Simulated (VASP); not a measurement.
# CuI (Pm-3m) in VASP: settings compared

CuI is run at these levels: PBEsol, PBE-based screened hybrid with 40 % exact exchange, PBE-based screened hybrid with 50 % exact exchange, PBE-based global hybrid with 20 % exact exchange; tasks: single point.

Everything below comes from runs of VASP 6.6.1. Logs are shortened: lines on timing, memory, paths and dates and some standing lists are left out, and cuts for length are marked.

## (1) The cell of the first run

It takes space group Pm-3m (No. 221, cubic). Conventional cell: a = 3.661 Å, b = 3.661 Å, c = 3.661 Å, α = 90.00°, β = 90.00°, γ = 90.00°. Within 4.2 Å of Cu (site symmetry m-3m) lie 8 I at 3.17 Å and 6 Cu at 3.66 Å. I (site symmetry m-3m) has 8 Cu at 3.17 Å and 6 I at 3.66 Å within 4.2 Å.

## (2) Single point, PBEsol

The input, INCAR:

```
ALGO = Normal
EDIFF = 1E-7
ENCUT = 520
GGA = PS
ISIF = 2
ISMEAR = -1
LASPH = True
LCHARG = False
LREAL = False
LWAVE = False
NBANDS = 16
NELM = 100
PREC = Accurate
SIGMA = 0.02
```

The input, KPOINTS:

```
k-points
0
Gamma
  6 6 6
```

The input, POSCAR:

```
CuI
1.0
    3.6613896554      0.0000000000      0.0000000000
    0.0000000000      3.6613896554      0.0000000000
    0.0000000000      0.0000000000      3.6613896554
Cu I
1 1
Direct
    0.0000000000      0.0000000000      0.0000000000
    0.5000000000      0.5000000000      0.5000000000
```

Potentials or basis: VASP PAW PBE potentials, release 64 (Cu, I).

Command:

```
$ cat potpaw_PBE.64/Cu/POTCAR potpaw_PBE.64/I/POTCAR > POTCAR
$ mpirun -np 1 vasp_std > vasp.out
```

OUTCAR:

```text
EDIFF = 1E-7
   ENCUT = 520
   GGA = PS
   ISIF = 2
   ISMEAR = -1
   LASPH = True
   LREAL = False
   NELM = 100
   PREC = Accurate

 ion  position               nearest neighbor table
   1  0.000  0.000  0.000-   2 3.17   2 3.17   2 3.17   2 3.17   2 3.17   2 3.17   2 3.17   2 3.17

   2  0.500  0.500  0.500-   1 3.17   1 3.17   1 3.17   1 3.17   1 3.17   1 3.17   1 3.17   1 3.17

  LATTYP: Found a simple cubic cell.
 ALAT       =     3.6613896554

  Lattice vectors:

 A1 = (   3.6613896554,   0.0000000000,   0.0000000000)
 A2 = (   0.0000000000,   3.6613896554,   0.0000000000)
 A3 = (   0.0000000000,   0.0000000000,   3.6613896554)

Analysis of symmetry for initial positions (statically):
=====================================================================
 Subroutine PRICEL returns:
 Original cell was already a primitive cell.

 Routine SETGRP: Setting up the symmetry group for a
 simple cubic supercell.

 Subroutine GETGRP returns: Found 48 space group operations
 (whereof 48 operations were pure point group operations)
 out of a pool of 48 trial point group operations.

The static configuration has the point symmetry O_h .

Analysis of symmetry for dynamics (positions and initial velocities):
=====================================================================
 Subroutine PRICEL returns:
 Original cell was already a primitive cell.

 Routine SETGRP: Setting up the symmetry group for a
 simple cubic supercell.

 Subroutine GETGRP returns: Found 48 space group operations
 (whereof 48 operations were pure point group operations)
 out of a pool of 48 trial point group operations.

The dynamic configuration has the point symmetry O_h .

 Subroutine INISYM returns: Found 48 space group operations
 (whereof 48 operations are pure point group operations),
 and found     1 'primitive' translations

----------------------------------------------------------------------------------------

                                     Primitive cell

  volume of cell :      49.0838

  direct lattice vectors                    reciprocal lattice vectors
     3.661389655  0.000000000  0.000000000     0.273120343  0.000000000  0.000000000
     0.000000000  3.661389655  0.000000000     0.000000000  0.273120343  0.000000000
     0.000000000  0.000000000  3.661389655     0.000000000  0.000000000  0.273120343

  length of vectors
     3.661389655  3.661389655  3.661389655     0.273120343  0.273120343  0.273120343

  position of ions in fractional coordinates (direct lattice)
     0.000000000  0.000000000  0.000000000
     0.500000000  0.500000000  0.500000000

  ion indices of the primitive-cell ions
   primitive index   ion index
                 1           1
                 2           2

----------------------------------------------------------------------------------------

 KPOINTS: k-points

Automatic generation of k-mesh.
 Grid dimensions read from file:
 generate k-points for:    6    6    6

 Generating k-lattice:

  Cartesian coordinates                     Fractional coordinates (reciprocal lattice)
     0.045520057  0.000000000  0.000000000     0.166666667  0.000000000  0.000000000
     0.000000000  0.045520057  0.000000000     0.000000000  0.166666667  0.000000000
     0.000000000  0.000000000  0.045520057     0.000000000  0.000000000  0.166666667

  Length of vectors
     0.045520057  0.045520057  0.045520057

  Shift w.r.t. Gamma in fractional coordinates (k-lattice)
     0.000000000  0.000000000  0.000000000

 Subroutine IBZKPT returns following result:
 ===========================================

 Found     20 irreducible k-points:

 Following reciprocal coordinates:
            Coordinates               Weight
  0.000000  0.000000  0.000000      1.000000
  0.166667  0.000000  0.000000      6.000000
  0.333333  0.000000  0.000000      6.000000
  0.500000  0.000000  0.000000      3.000000
  0.166667  0.166667  0.000000     12.000000
  0.333333  0.166667  0.000000     24.000000
[... 12 lines left out ...]
  0.500000  0.500000  0.333333      6.000000
  0.500000  0.500000  0.500000      1.000000
   k-points           NKPTS =     20   k-points in BZ     NKDIM =     20   number of bands    NBANDS=     16
   number of dos      NEDOS =    301   number of ions     NIONS =      2
   total plane-waves  NPLWV =  21952
   dimension x,y,z NGX =    28 NGY =   28 NGZ =   28
   dimension x,y,z NGXF=    56 NGYF=   56 NGZF=   56
   ions per type =               1   1
   NGX,Y,Z   is equivalent  to a cutoff of  12.71, 12.71, 12.71 a.u.
   NGXF,Y,Z  is equivalent  to a cutoff of  25.43, 25.43, 25.43 a.u.
 SYSTEM =  unknown system
   PREC   = accura    normal or accurate (medium, high low for compatibility)
   ISTART =      0    job   : 0-new  1-cont  2-samecut
   ICHARG =      2    charge: 1-file 2-atom 10-const
   ISPIN  =      1    spin polarized calculation?
   LNONCOLLINEAR =      F non collinear calculations
   LSORBIT =      F    spin-orbit coupling
[... 112 lines left out ...]
      5       3.6043      2.00000
      6       3.8694      2.00000
[... 8 lines left out ...]
     15      15.2132      0.00000
     16      16.9909      0.00000

 k-point     6 :       0.3333    0.1667    0.0000
  band No.  band energies     occupation
      1      -7.6776      2.00000
      2       0.3084      2.00000
      3       2.5935      2.00000
      4       3.3587      2.00000
      5       3.6218      2.00000
      6       3.8687      2.00000
[... 8 lines left out ...]
     15      16.5999      0.00000
     16      16.9465      0.00000

 k-point     7 :       0.5000    0.1667    0.0000
  band No.  band energies     occupation
      1      -7.4690      2.00000
      2      -0.4088      2.00000
      3       2.7300      2.00000
      4       3.3157      2.00000
      5       3.6163      2.00000
      6       3.8797      2.00000
[... 8 lines left out ...]
     15      16.8795      0.00000
     16      17.4174      0.00000

 k-point     8 :       0.3333    0.3333    0.0000
  band No.  band energies     occupation
      1      -7.3522      2.00000
      2       0.7007      2.00000
      3       1.2903      2.00000
      4       3.5354      2.00000
      5       3.6331      2.00000
      6       3.8023      2.00000
[... 8 lines left out ...]
     15      15.6141      0.00000
     16      17.4134      0.00000

 k-point     9 :       0.5000    0.3333    0.0000
  band No.  band energies     occupation
      1      -7.1650      2.00000
      2       0.2807      2.00000
      3       1.4472      2.00000
      4       3.5741      2.00000
      5       3.5980      2.00000
      6       3.8046      2.00000
[... 8 lines left out ...]
     15      15.7554      0.00000
     16      17.0446      0.00000
[... 96 lines left out ...]
 k-point    15 :       0.5000    0.3333    0.1667
  band No.  band energies     occupation
      1      -7.0292      2.00000
      2       0.4703      2.00000
      3       1.5543      2.00000
      4       3.1488      2.00000
      5       3.6473      2.00000
      6       3.8249      2.00000
[... 8 lines left out ...]
     15      17.0115      0.00000
     16      17.1429      0.00000

 k-point    16 :       0.5000    0.5000    0.1667
  band No.  band energies     occupation
      1      -6.8565      2.00000
      2       0.9240      2.00000
      3       0.9240      2.00000
      4       3.2152      2.00000
      5       3.5354      2.00000
      6       3.8939      2.00000
[... 8 lines left out ...]
     15      17.6651      0.00000
     16      17.6651      0.00000

 k-point    17 :       0.3333    0.3333    0.3333
  band No.  band energies     occupation
      1      -6.9028      2.00000
      2       1.4335      2.00000
      3       1.6021      2.00000
      4       1.6021      2.00000
      5       3.8105      2.00000
      6       3.8685      2.00000
[... 8 lines left out ...]
     15      17.5020      0.00000
     16      17.5020      0.00000

 k-point    18 :       0.5000    0.3333    0.3333
  band No.  band energies     occupation
      1      -6.7254      2.00000
      2       0.9034      2.00000
      3       1.7024      2.00000
      4       1.8595      2.00000
      5       3.8641      2.00000
      6       3.8837      2.00000
[... 8 lines left out ...]
     15      17.9193      0.00000
     16      19.8853      0.00000

 k-point    19 :       0.5000    0.5000    0.3333
  band No.  band energies     occupation
      1      -6.5528      2.00000
      2       1.1533      2.00000
      3       1.1533      2.00000
      4       1.8825      2.00000
      5       3.9031      2.00000
      6       4.0499      2.00000
[... 8 lines left out ...]
     15      20.8943      0.00000
     16      20.8943      0.00000

 k-point    20 :       0.5000    0.5000    0.5000
  band No.  band energies     occupation
      1      -6.3800      2.00000
      2       1.2676      2.00000
      3       1.2676      2.00000
      4       1.2676      2.00000
      5       4.0518      2.00000
      6       4.0518      2.00000
[... 8 lines left out ...]
     15      22.0902      0.00000
     16      22.0902      0.00000

------------------------ aborting loop because EDIFF is reached ----------------------------------------

  FORCE on cell =-STRESS in cart. coord.  units (eV):
  Direction    XX          YY          ZZ          XY          YZ          ZX
  --------------------------------------------------------------------------------------
  -------------------------------------------------------------------------------------
  Total       -1.0868099     -1.0868099     -1.0868099      0.0000000     -0.0000000      0.0000000
  in kB      -35.4753188    -35.4753188    -35.4753188      0.0000000     -0.0000000      0.0000000
  external PRESSURE =     -35.4753188 kB  Pullay stress =       0.0000000 kB

 VOLUME and BASIS-vectors are now :
 -----------------------------------------------------------------------------
  energy-cutoff  :      520.00
  volume of cell :       49.08
      direct lattice vectors                 reciprocal lattice vectors
     3.661389655  0.000000000  0.000000000     0.273120343  0.000000000  0.000000000
     0.000000000  3.661389655  0.000000000     0.000000000  0.273120343  0.000000000
     0.000000000  0.000000000  3.661389655     0.000000000  0.000000000  0.273120343

 POSITION                                       TOTAL-FORCE (eV/Angst)
 -----------------------------------------------------------------------------------
      0.00000      0.00000      0.00000         0.000000      0.000000      0.000000
      1.83069      1.83069      1.83069         0.000000      0.000000      0.000000
 -----------------------------------------------------------------------------------
    total drift:                               -0.000000      0.000000     -0.000000

  FREE ENERGIE OF THE ION-ELECTRON SYSTEM (eV)
  ---------------------------------------------------
  free  energy   TOTEN  =        -4.8523453554 eV

  energy  without entropy=       -4.8504740110  energy(sigma->0) =       -4.85140968
```

It took 27 s on 1 thread of Intel Xeon Platinum 8259CL at 2.50GHz (Skylake/Cascade Lake), shared host; peak memory 0.16 GiB.

Results:

| Property | Result |
| --- | --- |
| Free energy | -4.8523 eV |
| Pressure | -3.5 GPa |
| Band gap on the k mesh | zero (bands 9 and 10 overlap by 0.50 eV) |

Caveat: the cell stands under tension; the structure was generated, so it needn't be the stable form of CuI; semilocal functionals underestimate gaps, and a narrow one can read as zero; the PAW data sets were made with another functional, which shifts forces and pressure a little; spin-orbit coupling is left out, which moves the levels of the heavy elements.

## (3) Single point, PBE-based screened hybrid with 40 % exact exchange

POSCAR is that of step 2.

The input, INCAR.step1:

```
PREC = Accurate
ENCUT = 520
EDIFF = 1E-5
ISMEAR = -1
SIGMA = 0.02
LREAL = F
LASPH = T
NELM = 100
ALGO = Normal
ISIF = 2
LWAVE = T
LCHARG = F
GGA = PE
NBANDS = 16
```

The input, INCAR.step2:

```
PREC = Accurate
ENCUT = 520
EDIFF = 1E-6
ISMEAR = -1
SIGMA = 0.02
LREAL = F
LASPH = T
NELM = 100
ALGO = Normal
ISIF = 2
LWAVE = F
LCHARG = F
GGA = PE
LHFCALC = T
AEXX = 0.4
HFSCREEN = 0.2078
PRECFOCK = Normal
ISTART = 1
NBANDS = 16
```

The input, KPOINTS:

```
regular mesh
0
Gamma
  4 4 4
```

Potentials or basis: VASP PAW PBE potentials, release 64 (Cu, I).

Command:

```
$ cat potpaw_PBE.64/Cu/POTCAR potpaw_PBE.64/I/POTCAR > POTCAR
$ cp INCAR.step1 INCAR
$ mpirun -np 1 vasp_std > vasp.out
$ cp INCAR.step2 INCAR
$ mpirun -np 1 vasp_std > vasp.out
```

It took 16 min on 1 thread of Intel Xeon Platinum 8259CL at 2.50GHz (Skylake/Cascade Lake), shared host; peak memory 0.28 GiB.

Results (log left out):

```
Free energy            : -5.6864 eV
Pressure               : 2.0 GPa
Band gap on the k mesh : 1.15 eV
```

Levels at points of the mesh, in eV from the valence-band top:
| k point | band 5 | band 6 | band 7 | band 8 | band 9 | band 10 | band 11 | band 12 | band 13 | band 14 |
| --- | --- | --- | --- | --- | --- | --- | --- | --- | --- | --- |
| (0.00, 0.00, 0.00) | -3.23 | -3.23 | -1.48 | -1.48 | -1.48 | 1.57 | 7.07 | 7.07 | 12.79 | 12.79 |
| (0.50, 0.00, 0.00) | -3.44 | -3.21 | -2.91 | -0.05 | -0.05 | 5.22 | 6.38 | 8.11 | 8.33 | 8.33 |
| (0.50, 0.50, 0.00) | -3.35 | -3.35 | -3.22 | -2.99 | 0.00 | 1.15 | 9.43 | 9.48 | 9.48 | 11.68 |
| (0.50, 0.50, 0.50) | -2.97 | -2.97 | -1.73 | -1.73 | -1.73 | 3.34 | 3.34 | 3.34 | 4.56 | 19.39 |

Caveat: the k points lie up to 0.43 Å⁻¹ apart; the structure was generated, so it needn't be the stable form of CuI; the PAW data sets were made with another functional, which shifts forces and pressure a little; spin-orbit coupling is left out, which moves the levels of the heavy elements. A k mesh can miss the band edges.

## (4) Single point, PBE-based screened hybrid with 50 % exact exchange

POSCAR is that of step 3.

The input, INCAR.step1:

```
SYSTEM = CuI
PREC = Accurate
ENCUT = 520
EDIFF = 1E-5
ISMEAR = -1
SIGMA = 0.02
LREAL = .FALSE.
LASPH = .TRUE.
NELM = 60
ALGO = Normal
ISIF = 2
LWAVE = .TRUE.
LCHARG = .FALSE.
GGA = PE
NBANDS = 16
```

The input, INCAR.step2:

```
SYSTEM = CuI
PREC = Accurate
ENCUT = 520
EDIFF = 1E-6
ISMEAR = -1
SIGMA = 0.02
LREAL = .FALSE.
LASPH = .TRUE.
NELM = 60
ALGO = Normal
ISIF = 2
LWAVE = .FALSE.
LCHARG = .FALSE.
GGA = PE
LHFCALC = .TRUE.
AEXX = 0.5
HFSCREEN = 0.3
PRECFOCK = Normal
ISTART = 1
NBANDS = 16
```

The input, KPOINTS:

```
regular mesh
0
G
  4 4 4
  0 0 0
```

Command:

```
$ cat potpaw_PBE.64/Cu/POTCAR potpaw_PBE.64/I/POTCAR > POTCAR
$ cp INCAR.step1 INCAR
$ mpirun -np 1 vasp_std > vasp.out
$ cp INCAR.step2 INCAR
$ mpirun -np 1 vasp_std > vasp.out
```

It took 17 min on 1 thread of Intel Xeon Platinum 8259CL at 2.50GHz (Skylake/Cascade Lake), shared host; peak memory 0.28 GiB.

The run converged. Its results:

```yaml
Free_energy: -5.8123 eV
Pressure: 2.3 GPa
Band_gap_on_the_k_mesh: 1.16 eV
```

Levels at points of the mesh, in eV from the valence-band top:
```
           k point  band 5  band 6  band 7  band 8  band 9  band 10  band 11  band 12  band 13  band 14
(0.00, 0.00, 0.00)   -3.60   -3.60   -1.48   -1.48   -1.48     1.66     7.01     7.01    12.89    12.89
(0.50, 0.00, 0.00)   -3.79   -3.59   -3.25   -0.10   -0.10     5.24     6.45     8.07     8.34     8.34
(0.50, 0.50, 0.00)   -3.72   -3.72   -3.58   -3.35    0.00     1.16     9.41     9.52     9.52    11.68
(0.50, 0.50, 0.50)   -3.34   -3.34   -1.95   -1.95   -1.95     3.33     3.33     3.33     4.68    19.49
```

Caveat: the k points lie up to 0.43 Å⁻¹ apart; the structure was generated, so it needn't be the stable form of CuI; the PAW data sets were made with another functional, which shifts forces and pressure a little; spin-orbit coupling is left out, which moves the levels of the heavy elements. A k mesh can miss the band edges.

## (5) Single point, PBE-based global hybrid with 20 % exact exchange

POSCAR is that of step 4.

The input, INCAR.step1:

```
SYSTEM = CuI
ALGO = Normal ; EDIFF = 1E-5
ENCUT = 520 ; GGA = PE
ISIF = 2 ; ISMEAR = -1
LASPH = .True. ; LREAL = .False.
LWAVE = .True. ; NBANDS = 16
NELM = 80 ; PREC = Accurate
SIGMA = 0.02
```

The input, INCAR.step2:

```
SYSTEM = CuI
AEXX = 0.2 ; ALGO = Normal
EDIFF = 1E-6 ; ENCUT = 520
GGA = PE ; ISIF = 2
ISMEAR = -1 ; ISTART = 1
LASPH = .True. ; LCHARG = .True.
LELF = .True. ; LHFCALC = .True.
LREAL = .False. ; LVHAR = .True.
LWAVE = .False. ; NBANDS = 16
NELM = 80 ; PREC = Accurate
PRECFOCK = Normal ; SIGMA = 0.02
```

The input, KPOINTS:

```
k-points
0
Gamma
  4 4 4
  0 0 0
```

Command:

```
$ cat potpaw_PBE.64/Cu/POTCAR potpaw_PBE.64/I/POTCAR > POTCAR
$ cp INCAR.step1 INCAR
$ mpirun -np 1 vasp_std > vasp.out
$ cp INCAR.step2 INCAR
$ mpirun -np 1 vasp_std > vasp.out
```

Run time: 12 min. Hardware: 1 thread of Intel Xeon Platinum 8259CL at 2.50GHz (Skylake/Cascade Lake), shared host; peak memory 0.18 GiB.

The run converged. Its results:

```
Free energy            : -5.2054 eV
Pressure               : 1.4 GPa
Band gap on the k mesh : 0.87 eV (least direct gap 0.95 eV)
```

Levels at points of the mesh, in eV from the valence-band top:
```tsv
k point	band 5	band 6	band 7	band 8	band 9	band 10	band 11	band 12	band 13	band 14
(0.00, 0.00, 0.00)	-2.41	-2.41	-1.49	-1.49	-1.49	1.11	6.89	6.89	12.06	12.06
(0.50, 0.00, 0.00)	-2.67	-2.39	-2.16	0.00	0.00	4.88	5.73	7.87	7.91	7.91
(0.50, 0.50, 0.00)	-2.53	-2.53	-2.42	-2.20	-0.08	0.87	8.96	8.96	9.14	10.97
(0.50, 0.50, 0.50)	-2.18	-2.18	-1.25	-1.25	-1.25	3.12	3.12	3.12	3.81	18.70
```

Caveat: the k points lie up to 0.43 Å⁻¹ apart; the structure was generated, so it needn't be the stable form of CuI; the PAW data sets were made with another functional, which shifts forces and pressure a little; spin-orbit coupling is left out, which moves the levels of the heavy elements. A k mesh can miss the band edges.

## (6) The runs side by side

| level | k mesh | grid for exact exchange (PRECFOCK) | share of exact exchange | screening parameter | gap on the mesh (eV) | pressure (GPa) |
| --- | --- | --- | --- | --- | --- | --- |
| PBEsol | 6 × 6 × 6 | - | - | - | none | -3.5 |
| PBE-based screened hybrid with 40 % exact exchange | 4 × 4 × 4 | Normal | 0.4 | 0.2078 1/Å | 1.15 | 2.0 |
| PBE-based screened hybrid with 50 % exact exchange | 4 × 4 × 4 | Normal | 0.5 | 0.3 1/Å | 1.16 | 2.3 |
| PBE-based global hybrid with 20 % exact exchange | 4 × 4 × 4 | Normal | 0.2 | - | 0.87 | 1.4 |

Alike in all rows: task single point; potentials or basis VASP PAW PBE potentials, release 64 (Cu, I); no spin polarisation; cell as given; cutoff (eV) 520; smearing fermi-dirac 0.02 eV.

Caveats: some runs use coarse meshes; the structure was generated, so it needn't be the stable form of CuI; the PAW data sets were made with another functional, which shifts forces and pressure a little; spin-orbit coupling is left out, which moves the levels of the heavy elements; the cell stands under tension (at least some runs); semilocal functionals underestimate gaps, and a narrow one can read as zero (at least some runs).

Absolute energies hang on the potentials; compare differences alone.
